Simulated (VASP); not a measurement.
Runs of VASP 6.6.1 on W. The structure is that of space group P6_3/mmc (No. 194), or close to it. The cells are those of the table. This isn't the form of W at room conditions, which is bcc.

```tsv
task	level	cell	k mesh	cutoff (eV)	gap on the mesh (eV)	pressure (GPa)
single point	r2SCAN	a = 2.756, b = 2.756, c = 4.960 Å, angles 90.0, 90.0, 120.0°, 2 atoms	18 × 18 × 8	520	none	1.1
relaxation of cell and atoms	PBE	relaxed from a = 2.815, b = 2.815, c = 4.598 Å, angles 90.0, 90.0, 120.0°, 2 atoms	8 × 8 × 4	600	none	-0.1
single point	r2SCAN	a = 2.763, b = 2.763, c = 4.979 Å, angles 90.0, 90.0, 120.0°, 2 atoms	18 × 18 × 8	520	none	(a)
single point	PBE	a = 2.770, b = 2.770, c = 4.955 Å, angles 90.0, 90.0, 120.0°, 2 atoms	8 × 8 × 4	520	none	0.5
```

Alike in all rows: potentials or basis VASP PAW PBE potentials, release 64 (W_sv); no spin polarisation; smearing gaussian 0.05 eV.

**Question.** Estimate the missing entries.

**Answer.** (a) -1.5.

Caveats: spin-orbit coupling is left out, which moves the levels of the heavy elements; the PAW data sets were made with another functional, which shifts forces and pressure a little (at least some runs).

A k mesh can miss the band edges, and the runs leave out spin-orbit coupling on W.

A gap of «none» marks levels without a gap at the run's occupations.
